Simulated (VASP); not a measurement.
Set up this calculation in VASP 6.6.1, as the native input.

```
Task                   : single point
Functional             : PBEsol
Potentials or basis    : VASP PAW PBE potentials, release 64 (Ti_sv)
Cutoff                 : 500 eV
k mesh                 : 12 × 12 × 18
Occupations            : gaussian, width 0.15 eV
Spin                   : no spin polarisation
Dipole correction      : no
Further INCAR settings : ALGO = Normal; EDIFF = 1e-06; NBANDS = 25
```

The structure of Ti lies in POSCAR:

```
Ti
1.0
    4.5152900513      0.0846616884      0.0000000000
   -2.1843258527      3.8680250456      0.0000000000
    0.0000000000      0.0000000000      2.7987936488
Ti
3
Direct
    0.0000000000      0.0000000000      0.0000000000
    0.3333333333      0.6666666667      0.5000000000
    0.6666666667      0.3333333333      0.5000000000
```

This cell differs from its parent crystal: strain +0.0375 x Voigt [0, 0, 0, 0, 0, 1].

These files were run (other wordings do the same):

INCAR

```
SYSTEM = Ti
PREC     = Accurate       ! precision mode
ENCUT    = 500            ! plane-wave cutoff, eV
EDIFF    = 1E-6           ! SCF threshold, eV
ISMEAR   = 0              ! smearing method
SIGMA    = 0.15           ! smearing width, eV
LREAL    = .FALSE.        ! projectors in reciprocal space
LASPH    = .TRUE.         ! aspherical terms in the spheres
NELM     = 120            ! most SCF steps
ALGO     = Normal         ! electronic algorithm
ISIF     = 2              ! what is computed and relaxed
LWAVE    = .FALSE.        ! write WAVECAR
LCHARG   = .TRUE.         ! write CHGCAR
GGA      = PS             ! functional
LELF     = .TRUE.         ! ELF
LVHAR    = .TRUE.       
NBANDS   = 25             ! bands
GGA_COMPAT= .FALSE.
```

KPOINTS

```
Automatic mesh
0
G
  12 12 18
  0 0 0
```

Potentials or basis: VASP PAW PBE potentials, release 64 (Ti_sv).

Command:

```bash
$ cat potpaw_PBE.64/Ti_sv/POTCAR > POTCAR
$ mpirun -np 1 vasp_std > vasp.out
```

It gave:

* Pressure: -0.2 GPa
* Largest force: 0.032 eV/Å
* Band gap on the k mesh: zero (bands 18 and 19 overlap by 0.41 eV)

Caveat: the cell differs from its parent crystal (strain +0.0375 x Voigt [0, 0, 0, 0, 0, 1]); the PAW data sets were made with another functional, which shifts forces and pressure a little.

It took 5.1 min on 1 thread of Intel(R) Xeon(R) Platinum 8559C (Emerald Rapids), with other jobs on the host, peak memory 0.67 GiB.
